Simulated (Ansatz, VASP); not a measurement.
Two plane-wave programs on Ru

Contents of POSCAR:

```
Ru
1.0
    2.7038898633      0.0000000000      0.0000000000
   -1.3519449316      2.3416373106      0.0000000000
    0.0000000000      0.0000000000      4.2816800000
Ru
2
Direct
    0.3333333333      0.6666666667      0.2500000000
    0.6666666667      0.3333333333      0.7500000000
```

The input INCAR.step1:

```
PREC = Accurate ; ENCUT = 600
ISMEAR = -1 ; SIGMA = 0.1
LREAL = False ; LASPH = True
NELM = 60 ; GGA = PE
ALGO = Normal ; EDIFF = 1E-4
LWAVE = True ; LCHARG = False
```

File INCAR.step2:

```
PREC = Accurate ; ENCUT = 600
EDIFF = 1E-6 ; ISMEAR = -1
SIGMA = 0.1 ; LREAL = False
LASPH = True ; NELM = 60
ALGO = Normal ; ISIF = 3
LWAVE = False ; LCHARG = False
METAGGA = R2SCAN ; LMIXTAU = True
IBRION = 2 ; NSW = 80
EDIFFG = -0.01 ; ISTART = 1
```

File KPOINTS:

```
Automatic mesh
0
Gamma
  13 13 8
```

Input for Ansatz:

```yaml
crystal:
  lattice:
    - [2.7038898633, 0.0, 0.0]
    - [-1.3519449316, 2.3416373106, 0.0]
    - [0.0, 0.0, 4.28168]
  atoms:
    - { symbol: Ru, position: [0.3333333333, 0.6666666667, 0.25] }
    - { symbol: Ru, position: [0.6666666667, 0.3333333333, 0.75] }
hamiltonian:
  xc: r2scan
  pseudopotentials:
    kind: paw
    azcp:
      Ru: "pseudopotentials/Ru.paw.azcp"
basis:
  ecutwfc: 500
  fft_grid_basis: typed
kpoints:
  mp_grid: { grid: [13, 13, 8], shift: [0, 0, 0] }
magnetization:
  spin_polarized: false
scf:
  occupations: { method: fermi_dirac, width: 0.1 }
relax:
  max_steps: 60
  f_tol: 0.01
  cell: {}
```

Alike in both runs: task relaxation of cell and atoms; functional r2SCAN; k mesh 13 × 13 × 8; occupations fermi-dirac, width 0.1 eV; no spin polarisation.

```csv
,VASP,Ansatz
version,VASP 6.6.1,Ansatz 0.2.0
potentials or method,"VASP PAW PBE potentials, release 64 (Ru_pv), cutoff 600 eV","plane waves (500 eV) with PAW, scalar-relativistic"
valence electrons in the cell,28,32
```

Ansatz gave:

- relaxed volume (Å³/atom): 13.50
- relaxed cell length with the largest relative difference (Å): 4.258

Q: What did VASP give for the same quantities?

A: Relaxed volume (Å³/atom): 13.56; relaxed cell length with the largest relative difference (Å): 4.265.

VASP's potentials were made for PBE, not for r2SCAN. VASP's potentials hold 28 valence electrons a cell and Ansatz's 32, so a difference there can come from the potentials and not from the codes.
